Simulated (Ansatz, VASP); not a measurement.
## SbW2: VASP beside Ansatz

```xyz
6
Lattice="2.8984 0.0000 0.0000 0.0000 8.0778 0.0000 0.0000 0.0000 4.5849" Properties=species:S:1:pos:R:3 pbc="T T T"
Sb    1.4492    4.0389    2.2924
Sb    0.0000    0.0000    0.0000
W     1.0693    6.7733    2.2924
W     2.5185    5.3434    0.0000
W     1.8291    1.3045    2.2924
W     0.3799    2.7344    0.0000
```

Alike in both runs: task relaxation of cell and atoms; functional PBE; k mesh 6 × 2 × 4; occupations gaussian, width 0.1 eV; no spin polarisation.

```csv
,VASP,Ansatz
version,VASP 6.6.1,Ansatz 0.2.0
potentials or method,"VASP PAW PBE potentials, release 64 (Sb, W_sv), cutoff 600 eV","scalar-relativistic, plane waves, PAW"
valence electrons in the cell,66,86
```

|  | VASP | Ansatz | Ansatz less VASP |
| --- | --- | --- | --- |
| gap on the k mesh at the Fermi level, each at its own relaxed structure (eV) | none | none | - |
| relaxed volume (Å³/atom) | 17.84 | 17.83 | -0.014 |
| relaxed length of the cell vector where the two differ most in proportion (Å) | 4.561 | 4.557 | -0.0035 |

A gap of «none» marks a metal or a gap that the smearing closes. VASP's potentials hold 66 valence electrons a cell and Ansatz's 86, so a difference there can come from the potentials and not from the codes.

The k mesh is coarse, so the values compare programs but aren't converged. Spin-orbit coupling is off throughout.
